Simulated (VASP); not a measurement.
# Sn (Im-3m) in VASP: notebook

Runs on Sn. Level: PBEsol. Tasks: single point.

Program: VASP 6.6.1. These are calculated values, not measurements. Logs are shortened: lines on timing, memory, paths and dates and some standing lists are left out, and cuts for length are marked.

## 1. The cell of the first run

The structure is cubic, space group Im-3m (No. 229). The conventional cell has a = 3.789 Å, b = 3.789 Å, c = 3.789 Å, α = 90.00°, β = 90.00°, γ = 90.00°. Within 4.3 Å of Sn (site symmetry m-3m) lie 14 Sn at 3.28 to 3.79 Å.

## 2. Single point, PBEsol

Input file INCAR:

```
SYSTEM = Sn
ALGO = Normal
EDIFF = 1E-7
ENCUT = 520
GGA = PS
ISIF = 2
ISMEAR = 1
LASPH = .TRUE.
LCHARG = .FALSE.
LREAL = .FALSE.
LWAVE = .FALSE.
NBANDS = 13
NELM = 60
PREC = Accurate
SIGMA = 0.1
```

Input file KPOINTS:

```
k-points
0
G
  11 11 11
  0 0 0
```

Input file POSCAR:

```
Sn
1.0
   -1.8946500000      1.8946500000      1.8946500000
    1.8946500000     -1.8946500000      1.8946500000
    1.8946500000      1.8946500000     -1.8946500000
Sn
1
Direct
    0.0000000000      0.0000000000      0.0000000000
```

Potentials or basis: VASP PAW PBE potentials, release 64 (Sn_d).

Command:

```
$ cat potpaw_PBE.64/Sn_d/POTCAR > POTCAR
$ mpirun -np 1 vasp_std > vasp.out
```

OUTCAR:

```text
SYSTEM = Sn
   EDIFF = 1E-7
   ENCUT = 520
   GGA = PS
   ISIF = 2
   ISMEAR = 1
   LASPH = .TRUE.
   LREAL = .FALSE.
   NELM = 60
   PREC = Accurate

 ion  position               nearest neighbor table
   1  0.000  0.000  0.000-

  LATTYP: Found a body centered cubic cell.
 ALAT       =     3.7893000000

  Lattice vectors:

 A1 = (  -1.8946500000,   1.8946500000,   1.8946500000)
 A2 = (   1.8946500000,  -1.8946500000,   1.8946500000)
 A3 = (   1.8946500000,   1.8946500000,  -1.8946500000)

Analysis of symmetry for initial positions (statically):
=====================================================================
 Subroutine PRICEL returns:
 Original cell was already a primitive cell.

 Routine SETGRP: Setting up the symmetry group for a
 body centered cubic supercell.

 Subroutine GETGRP returns: Found 48 space group operations
 (whereof 48 operations were pure point group operations)
 out of a pool of 48 trial point group operations.

The static configuration has the point symmetry O_h .

Analysis of symmetry for dynamics (positions and initial velocities):
=====================================================================
 Subroutine PRICEL returns:
 Original cell was already a primitive cell.

 Routine SETGRP: Setting up the symmetry group for a
 body centered cubic supercell.

 Subroutine GETGRP returns: Found 48 space group operations
 (whereof 48 operations were pure point group operations)
 out of a pool of 48 trial point group operations.

The dynamic configuration has the point symmetry O_h .

 Subroutine INISYM returns: Found 48 space group operations
 (whereof 48 operations are pure point group operations),
 and found     1 'primitive' translations

----------------------------------------------------------------------------------------

                                     Primitive cell

  volume of cell :      27.2049

  direct lattice vectors                    reciprocal lattice vectors
    -1.894650000  1.894650000  1.894650000     0.000000000  0.263900984  0.263900984
     1.894650000 -1.894650000  1.894650000     0.263900984  0.000000000  0.263900984
     1.894650000  1.894650000 -1.894650000     0.263900984  0.263900984  0.000000000

  length of vectors
     3.281630063  3.281630063  3.281630063     0.373212351  0.373212351  0.373212351

  position of ions in fractional coordinates (direct lattice)
     0.000000000  0.000000000  0.000000000

  ion indices of the primitive-cell ions
   primitive index   ion index
                 1           1

----------------------------------------------------------------------------------------

 KPOINTS: k-points

Automatic generation of k-mesh.
 Grid dimensions read from file:
 generate k-points for:   11   11   11

 Generating k-lattice:

  Cartesian coordinates                     Fractional coordinates (reciprocal lattice)
     0.000000000  0.023990999  0.023990999     0.090909091  0.000000000  0.000000000
     0.023990999  0.000000000  0.023990999     0.000000000  0.090909091  0.000000000
     0.023990999  0.023990999  0.000000000     0.000000000  0.000000000  0.090909091

  Length of vectors
     0.033928396  0.033928396  0.033928396

  Shift w.r.t. Gamma in fractional coordinates (k-lattice)
     0.000000000  0.000000000  0.000000000

 Subroutine IBZKPT returns following result:
 ===========================================

 Found     56 irreducible k-points:

 Following reciprocal coordinates:
            Coordinates               Weight
  0.000000  0.000000  0.000000      1.000000
  0.090909  0.000000  0.000000     12.000000
  0.181818  0.000000  0.000000     12.000000
  0.272727  0.000000  0.000000     12.000000
  0.363636  0.000000  0.000000     12.000000
  0.454545  0.000000  0.000000     12.000000
[... 16 lines left out ...]
  0.272727  0.181818  0.090909     48.000000
  0.363636  0.181818  0.090909     24.000000
 [... further k-points ...]
   k-points           NKPTS =     56   k-points in BZ     NKDIM =     56   number of bands    NBANDS=     13
   number of dos      NEDOS =    301   number of ions     NIONS =      1
   total plane-waves  NPLWV =  13824
   dimension x,y,z NGX =    24 NGY =   24 NGZ =   24
   dimension x,y,z NGXF=    48 NGYF=   48 NGZF=   48
   ions per type =               1
   NGX,Y,Z   is equivalent  to a cutoff of  12.16, 12.16, 12.16 a.u.
   NGXF,Y,Z  is equivalent  to a cutoff of  24.32, 24.32, 24.32 a.u.
 SYSTEM =  Sn
   PREC   = accura    normal or accurate (medium, high low for compatibility)
   ISTART =      0    job   : 0-new  1-cont  2-samecut
   ICHARG =      2    charge: 1-file 2-atom 10-const
   ISPIN  =      1    spin polarized calculation?
   LNONCOLLINEAR =      F non collinear calculations
   LSORBIT =      F    spin-orbit coupling
   LASPH  =      T    aspherical Exc in radial PAW
   ENCUT  =  520.0 eV  38.22 Ry    6.18 a.u.   6.10  6.10  6.10*2*pi/ulx,y,z
   NELM   =     60;   NELMIN=  2; NELMDL= -5     # of ELM steps
   EDIFF  = 0.1E-06   stopping-criterion for ELM
   LREAL  =      F    real-space projection
   EDIFFG = 0.1E-05   stopping-criterion for IOM
   NSW    =      0    number of steps for IOM
   IBRION =     -1    ionic relax: 0-MD 1-quasi-New 2-CG
   NFREE  =      0    steps in history (QN), initial steepest desc. (CG)
   ISIF   =      2    stress and relaxation
   ISYM   =      2    0-nonsym 1-usesym 2-fastsym
   POTIM  = 0.5000    time-step for ionic-motion
   TEBEG  =    0.0;   TEEND  =   0.0 temperature during run
   PSTRESS=    0.0 pullay stress
   NELECT =      14.0000    total number of electrons
   NUPDOWN=      -1.0000    fix difference up-down
   EMIN   =  10.00;   EMAX   =-10.00  energy-range for DOS
   EFERMI =   0.00;   METHOD = LEGACY
   ISMEAR =     1;   SIGMA  =   0.10  broadening in eV -4-tet -1-fermi 0-gaus
   EFERMI_NEDOS =   21; number of points for ismear=-14 and -15
   IALGO  =     38    algorithm
   IMIX   =      4    mixing-type and parameters
     AMIX     =   0.40;   BMIX     =  1.00
     AMIX_MAG =   1.60;   BMIX_MAG =  1.00
  volume/ion in A,a.u.               =      27.20       183.59
  Fermi-wavevector in a.u.,A,eV,Ry     =   1.311903  2.479138 23.416858  1.721090
  Thomas-Fermi vector in A             =   2.442333
   LORBIT       =      0    0 simple, 1 ext, 2 COOP (PROOUT), +10 PAW based schemes
   GGA     = PS    functional components
   LHFCALC =     F    Hartree Fock is set to
   AEXX    =    0.0000 exact exchange contribution
   IVDW    =     0    specifies the selected vdW correction
   LEPSILON=     F    determine dielectric tensor
   LRPA    =     F    only Hartree local field effects (RPA)
 non-spin polarized calculation
 Methfessel and Paxton  Order N= 1 SIGMA  =   0.10
  energy-cutoff  :      520.00
  volume of cell :       27.20
 maximum number of plane-waves:       742
   NGX = 13   NGY = 13   NGZ = 13

 number of electron      13.9999996 magnetization

 Free energy of the ion-electron system (eV)
  ---------------------------------------------------
  ext. energy  EPLUGINS =         0.00000000
  ---------------------------------------------------
  free energy    TOTEN  =        -4.21762417 eV

  energy without entropy =       -4.21757453  energy(sigma->0) =       -4.21760763

 E-fermi :   7.9522     XC(G=0): -10.4995

 val. band max:        7.9466916342   @ k =  -0.2727   0.3636   0.1818
 cond. band min:       8.0599488087   @ k =  -0.2727   0.4545   0.0909
 fundamental gap:      0.1132571745
 Fermi energy:         7.9521836140

 k-point     1 :       0.0000    0.0000    0.0000
  band No.  band energies     occupation
      1     -13.5176      2.00000
      2     -13.5176      2.00000
      3     -13.5176      2.00000
      4     -13.3780      2.00000
      5     -13.3780      2.00000
      6      -3.1722      2.00000
      7      15.8622      0.00000
      8      15.8622      0.00000
      9      15.8622      0.00000
     10      20.0375      0.00000
     11      20.0375      0.00000
     12      20.0375      0.00000
     13      20.6657      0.00000

 k-point     2 :       0.0909    0.0000    0.0000
  band No.  band energies     occupation
      1     -13.5212      2.00000
      2     -13.5122      2.00000
      3     -13.5003      2.00000
      4     -13.3821      2.00000
      5     -13.3786      2.00000
      6      -2.9922      2.00000
      7      14.3901      0.00000
      8      15.1936      0.00000
      9      15.6248      0.00000
     10      18.5866      0.00000
     11      18.9169      0.00000
     12      19.7244      0.00000
     13      21.3452      0.00000

 k-point     3 :       0.1818    0.0000    0.0000
  band No.  band energies     occupation
      1     -13.5311      2.00000
      2     -13.5002      2.00000
      3     -13.4533      2.00000
      4     -13.3914      2.00000
      5     -13.3799      2.00000
      6      -2.4511      2.00000
      7      11.5808      0.00000
      8      13.9591      0.00000
      9      14.9986      0.00000
     10      17.4527      0.00000
     11      17.8277      0.00000
     12      19.7832      0.00000
     13      21.7904      0.00000

 k-point     4 :       0.2727    0.0000    0.0000
  band No.  band energies     occupation
      1     -13.5440      2.00000
      2     -13.4919      2.00000
      3     -13.3970      2.00000
      4     -13.3911      2.00000
      5     -13.3816      2.00000
      6      -1.5507      2.00000
      7       8.7099     -0.00000
      8      12.8238      0.00000
      9      14.2712      0.00000
     10      16.6579      0.00000
     11      17.0166      0.00000
     12      20.4600      0.00000
     13      22.3530      0.00000

 k-point     5 :       0.3636    0.0000    0.0000
  band No.  band energies     occupation
      1     -13.5558      2.00000
      2     -13.4945      2.00000
      3     -13.3931      2.00000
      4     -13.3830      2.00000
      5     -13.3331      2.00000
      6      -0.3107      2.00000
      7       6.0928      2.00000
      8      11.9993      0.00000
      9      13.6939      0.00000
     10      16.1468      0.00000
     11      16.4812      0.00000
     12      21.5430      0.00000
     13      23.0658      0.00000

 k-point     6 :       0.4545    0.0000    0.0000
  band No.  band energies     occupation
      1     -13.5628      2.00000
      2     -13.5001      2.00000
      3     -13.3870      2.00000
      4     -13.3839      2.00000
      5     -13.2983      2.00000
      6       1.1135      2.00000
      7       3.9668      2.00000
      8      11.5697      0.00000
      9      13.3840      0.00000
     10      15.8975      0.00000
     11      16.2154      0.00000
     12      22.6529      0.00000
     13      23.7494      0.00000

 k-point     7 :       0.0909    0.0909    0.0000
  band No.  band energies     occupation
      1     -13.5223      2.00000
      2     -13.5103      2.00000
      3     -13.4669      2.00000
      4     -13.3890      2.00000
      5     -13.3795      2.00000
      6      -2.6315      2.00000
      7      12.6458      0.00000
      8      13.9040      0.00000
      9      14.8772      0.00000
     10      18.2725      0.00000
     11      18.3039      0.00000
     12      19.8398      0.00000
     13      21.6229      0.00000
[... 193 lines left out ...]
 k-point    20 :       0.3636    0.0909    0.0909
  band No.  band energies     occupation
      1     -13.5474      2.00000
      2     -13.4866      2.00000
      3     -13.3863      2.00000
      4     -13.3837      2.00000
      5     -13.3238      2.00000
      6       1.4110      2.00000
      7       4.3349      2.00000
      8       9.5918     -0.00000
      9      11.0402      0.00000
     10      18.6005      0.00000
     11      19.0963      0.00000
     12      23.1255      0.00000
     13      24.0821      0.00000

 k-point    21 :      -0.0909    0.0909    0.0909
  band No.  band energies     occupation
      1     -13.5062      2.00000
      2     -13.5062      2.00000
      3     -13.5013      2.00000
      4     -13.3902      2.00000
      5     -13.3766      2.00000
      6      -2.8120      2.00000
      7      14.1587      0.00000
      8      14.4905      0.00000
      9      14.4905      0.00000
     10      17.7388      0.00000
     11      19.3757      0.00000
     12      19.3757      0.00000
     13      20.8802      0.00000

 k-point    22 :       0.1818    0.1818    0.0909
  band No.  band energies     occupation
      1     -13.5280      2.00000
      2     -13.4981      2.00000
      3     -13.3914      2.00000
      4     -13.3862      2.00000
      5     -13.3522      2.00000
      6      -0.1389      2.00000
      7       7.2961      2.00000
      8       9.2602     -0.00000
      9      10.8020      0.00000
     10      20.2019      0.00000
     11      20.7070      0.00000
     12      22.2036      0.00000
     13      23.3811      0.00000

 k-point    23 :       0.2727    0.1818    0.0909
  band No.  band energies     occupation
      1     -13.5297      2.00000
      2     -13.4765      2.00000
      3     -13.3887      2.00000
      4     -13.3870      2.00000
      5     -13.3477      2.00000
      6       1.1693      2.00000
      7       5.5972      2.00000
      8       8.1143     -0.04421
      9      10.2491      0.00000
     10      20.1773      0.00000
     11      21.6160      0.00000
     12      22.4686      0.00000
     13      24.5541      0.00000

 k-point    24 :       0.3636    0.1818    0.0909
  band No.  band energies     occupation
      1     -13.5307      2.00000
      2     -13.4660      2.00000
      3     -13.3877      2.00000
      4     -13.3842      2.00000
      5     -13.3512      2.00000
      6       2.1067      2.00000
      7       4.4498      2.00000
      8       7.7972      2.05078
      9      10.0706      0.00000
     10      20.0806      0.00000
     11      21.8756      0.00000
     12      23.2387      0.00000
     13      23.7521      0.00000

 [... further k-points ...]
[... 5 lines left out ...]
  --------------------------------------------------------------------------------------
  -------------------------------------------------------------------------------------
  Total       -0.2853159     -0.2853159     -0.2853159     -0.0000000     -0.0000000     -0.0000000
  in kB      -16.8031061    -16.8031061    -16.8031061     -0.0000000     -0.0000000     -0.0000000
  external PRESSURE =     -16.8031061 kB  Pullay stress =       0.0000000 kB

 VOLUME and BASIS-vectors are now :
 -----------------------------------------------------------------------------
  energy-cutoff  :      520.00
  volume of cell :       27.20
      direct lattice vectors                 reciprocal lattice vectors
    -1.894650000  1.894650000  1.894650000     0.000000000  0.263900984  0.263900984
     1.894650000 -1.894650000  1.894650000     0.263900984  0.000000000  0.263900984
     1.894650000  1.894650000 -1.894650000     0.263900984  0.263900984  0.000000000

 POSITION                                       TOTAL-FORCE (eV/Angst)
 -----------------------------------------------------------------------------------
      0.00000      0.00000      0.00000        -0.000000      0.000000      0.000000
 -----------------------------------------------------------------------------------
    total drift:                               -0.000000      0.000000      0.000000

  FREE ENERGIE OF THE ION-ELECTRON SYSTEM (eV)
  ---------------------------------------------------
  free  energy   TOTEN  =        -4.2176241739 eV

  energy  without entropy=       -4.2175745296  energy(sigma->0) =       -4.21760763
```

Wall time 18 s (1 thread of Intel Xeon 8259CL, shared host); peak memory 0.15 GiB.

Results:

| Item | Value |
| --- | --- |
| Free energy | -4.2176 eV |
| Pressure | -1.7 GPa |
| Band gap on the k mesh | zero (band 7 reaches 15.86 eV, above the bottom of band 8 at 5.54 eV) |

Levels at points of the mesh, in eV from the Fermi level:
```
           k point  band 5  band 6  band 7  band 8  band 9  band 10
(0.00, 0.00, 0.00)  -21.33  -11.12    7.91    7.91    7.91    12.09
```

Caveat: the PAW data sets were made with another functional, which shifts forces and pressure a little; spin-orbit coupling is left out, which moves the levels of the heavy elements.

## 3. Single point, PBEsol

Input file INCAR:

```
ALGO = Normal
EDIFF = 1E-6
ENCUT = 520
GGA = PS
ISIF = 2
ISMEAR = 1
LASPH = True
LCHARG = False
LREAL = False
LWAVE = False
NBANDS = 13
NELM = 100
PREC = Accurate
SIGMA = 0.05
```

Input file KPOINTS:

```
k-points
0
Gamma
  11 11 11
```

POSCAR is that of step 2.

Potentials or basis: VASP PAW PBE potentials, release 64 (Sn_d).

Command:

```
$ cat potpaw_PBE.64/Sn_d/POTCAR > POTCAR
$ mpirun -np 1 vasp_std > vasp.out
```

Wall time 15 s (1 thread of Intel Xeon 8259CL, shared host); peak memory 0.14 GiB.

The run converged. Its results:

```yaml
Free_energy: -4.2174 eV
Pressure: -1.7 GPa
Band_gap_on_the_k_mesh: zero (band 7 reaches 15.86 eV, above the bottom of band 8 at 5.54 eV)
```

Levels at points of the mesh, in eV from the Fermi level:
| k point | band 4 | band 5 | band 6 | band 7 | band 8 | band 9 | band 10 | band 11 |
| --- | --- | --- | --- | --- | --- | --- | --- | --- |
| (0.00, 0.00, 0.00) | -21.33 | -21.33 | -11.12 | 7.92 | 7.92 | 7.92 | 12.09 | 12.09 |

Caveat: the PAW data sets were made with another functional, which shifts forces and pressure a little; spin-orbit coupling is left out, which moves the levels of the heavy elements.
